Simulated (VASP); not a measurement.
**Ru: single point with PBE**

The system is Ru.

```
CELL_PARAMETERS angstrom
4.19732 0.00000 0.00000
0.00000 6.83071 -0.01693
0.00000 -2.44185 0.92254
ATOMIC_POSITIONS crystal
Ru 0.25000 0.32750 0.32359
Ru 0.75000 0.67250 0.67641
```

| Property | Result |
| --- | --- |
| Program | VASP 6.6.1 |
| Task | single point |
| Functional | PBE |
| Potentials or basis | VASP PAW PBE potentials, release 64 (Ru_pv) |
| Cutoff | 520 eV |
| k mesh | 8 × 5 × 36 |
| Occupations | gaussian, width 0.1 eV |
| Spin | no spin polarisation |
| Dipole correction | no |
| Further INCAR settings | ALGO = Fast; EDIFF = 1e-07; NBANDS = 21 |

The pressure is 17.9 GPa. The largest force is 0.007 eV/Å and the band gap on the k mesh is zero (band 14 reaches 15.12 eV, above the bottom of band 15 at 11.94 eV).

Forces on the atoms (eV/Å):
```
Ru   0.000 -0.006 -0.003
Ru   0.000  0.006  0.003
```

Stress tensor (GPa, compression positive):
```
20.36  0.00  0.00
 0.00 33.27 -0.09
 0.00 -0.09  0.01
```

Levels at points of the mesh, in eV from the Fermi level:
```csv
k point,band 10,band 11,band 12,band 13,band 14,band 15,band 16,band 17,band 18,band 19
"(0.00, 0.00, 0.00)",-2.70,-2.41,-1.95,-1.87,-1.34,-1.32,1.17,1.28,1.47,10.35
"(0.50, 0.00, 0.00)",-3.60,-2.79,-2.79,-2.33,-2.33,0.30,0.30,0.83,0.83,10.36
"(0.00, 0.00, 0.50)",-3.25,-2.09,-1.99,-1.65,1.19,1.65,2.04,4.25,6.26,11.29
"(0.50, 0.00, 0.50)",-4.72,-1.09,-1.09,0.38,0.38,1.55,1.55,3.44,3.44,10.35
```

Wall time 5.9 min on 1 thread of Intel Xeon 6975P-C, with other jobs on the host, peak memory 0.34 GiB.

Caveat: the k points lie up to 0.52 Å⁻¹ apart.
